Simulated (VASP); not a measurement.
Input of a VASP 6.6.1 run:

The input POSCAR:

```
PbO
1.0
    3.9807127461      0.0000000000      0.0000000000
    0.0000000000      3.9807127461      0.0000000000
    0.0000000000      0.0000000000      5.6175758240
Pb O
2 2
Direct
    0.5000000000      0.0000000000      0.7898996448
    0.0000000000      0.5000000000      0.2101003552
    0.5000000000      0.5000000000      0.0000000000
    0.0000000000      0.0000000000      0.0000000000
```

The input INCAR.step1:

```
PREC = Accurate
ENCUT = 520
EDIFF = 1E-5
ISMEAR = -1
SIGMA = 0.05
LREAL = F
LASPH = T
NELM = 120
ALGO = Normal
ISIF = 2
LWAVE = T
LCHARG = F
NBANDS = 28
GGA = PE
GGA_COMPAT = F
KPAR = 4
```

File INCAR.step2:

```
PREC = Accurate
ENCUT = 520
EDIFF = 1E-6
ISMEAR = -1
SIGMA = 0.05
LREAL = F
LASPH = T
NELM = 120
ALGO = Normal
ISIF = 2
LWAVE = F
LCHARG = F
GGA = PE
LHFCALC = T
HFSCREEN = 0.2079
PRECFOCK = Normal
NBANDS = 28
ISTART = 1
GGA_COMPAT = F
KPAR = 4
```

KPOINTS

```
Automatic mesh
0
Gamma
  4 4 4
```

Potentials or basis: VASP PAW PBE potentials, release 64 (Pb_d, O).

The run is started by

```bash
$ cat potpaw_PBE.64/Pb_d/POTCAR potpaw_PBE.64/O/POTCAR > POTCAR
$ cp INCAR.step1 INCAR
$ mpirun -np 4 vasp_std > vasp.out
$ cp INCAR.step2 INCAR
$ mpirun -np 4 vasp_std > vasp.out
```

Task: What does it give for the pressure?

Result: 0.1 GPa.

Task: What does it give for the largest force?

Result: 0.064 eV/Å.

Forces on the atoms (eV/Å):
```
Pb   0.000  0.000 -0.064
Pb   0.000  0.000  0.064
O    0.000  0.000  0.000
O    0.000  0.000  0.000
```

Caveat: the PAW data sets were made with another functional, which shifts forces and pressure a little.
